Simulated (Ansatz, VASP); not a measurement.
Two plane-wave programs on HfO2

```
CELL_PARAMETERS angstrom
3.39798 0.00000 0.00000
0.00000 3.39798 0.00000
0.00000 0.00000 5.07261
ATOMIC_POSITIONS crystal
Hf 0.50000 0.50000 0.50000
Hf 0.00000 0.00000 0.00000
O 0.00000 0.50000 0.69616
O 0.50000 0.00000 0.80384
O 0.50000 0.00000 0.30384
O 0.00000 0.50000 0.19616
```

Change from the starting cell: strain -0.050 along x and y, -0.025 along z, atoms carried along.

Alike in both runs: task single point; functional r2SCAN; k mesh 6 × 6 × 6; occupations gaussian, width 0.05 eV; no spin polarisation.

|  | VASP | Ansatz |
| --- | --- | --- |
| version | VASP 6.6.1 | Ansatz 0.2.0 |
| potentials or method | VASP PAW PBE potentials, release 64 (Hf_pv, O), cutoff 520 eV | scalar-relativistic, plane waves, PAW |
| valence electrons in the cell | 44 | 76 |

Ansatz gave:

| Quantity | Value |
| --- | --- |
| gap on the k mesh at the Fermi level (eV) | 5.67 |
| least direct gap on the mesh (eV) | 5.82 |
| pressure (GPa) | 44.3 |
| traceless stress, the component that is largest in VASP (GPa) | -10.86 |
| rms of the force components (eV/Å) | 0.365 |

What did VASP give for the same quantities?

gap on the k mesh at the Fermi level (eV): 5.73; least direct gap on the mesh (eV): 5.83; pressure (GPa): 40.0; traceless stress, the component that is largest in VASP (GPa): -11.02; rms of the force components (eV/Å): 0.345.

VASP's potentials were made for PBE, not for r2SCAN. Atom by atom the forces differ by 0.020 eV/Å (rms over components). The pressures are high and differ by over a tenth, so treat them with care. VASP's potentials hold 44 valence electrons a cell and Ansatz's 76, so a difference there can come from the potentials and not from the codes.

Neither program's run includes spin-orbit coupling.
